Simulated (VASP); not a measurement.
Input of a VASP 6.6.1 run:

The input INCAR:

```
SYSTEM = AlP
PREC     = Accurate       ! precision mode
ENCUT    = 500            ! plane-wave cutoff, eV
EDIFF    = 1E-6           ! SCF threshold, eV
ISMEAR   = 0              ! smearing method
SIGMA    = 0.01           ! smearing width, eV
LREAL    = .False.        ! projectors in reciprocal space
LASPH    = .True.         ! aspherical terms in the spheres
NELM     = 120            ! most SCF steps
ALGO     = Normal         ! electronic algorithm
ISIF     = 2              ! what is computed and relaxed
LWAVE    = .False.        ! write WAVECAR
LCHARG   = .False.        ! write CHGCAR
GGA      = PE             ! functional
NBANDS   = 11             ! bands
GGA_COMPAT= .False.
```

KPOINTS

```
regular mesh
0
Gamma
  8 8 8
  0 0 0
```

POSCAR

```
AlP
1.0
    0.0000000000      2.7536744975      2.7536744975
    2.7536744975      0.0000000000      2.7536744975
    2.7536744975      2.7536744975      0.0000000000
Al P
1 1
Direct
    0.0000000000      0.0000000000      0.0000000000
    0.2500000000      0.2500000000      0.2500000000
```

Potentials or basis: VASP PAW PBE potentials, release 64 (Al, P).

Launch:

```bash
$ cat potpaw_PBE.64/Al/POTCAR potpaw_PBE.64/P/POTCAR > POTCAR
$ mpirun -np 1 vasp_std > vasp.out
```

Question: Estimate the pressure.

Answer: -0.1 GPa.

Question: What does it give for the band gap on the k mesh?

Answer: 1.63 eV, indirect (least direct gap 3.09 eV).

A k mesh can miss the band edges.
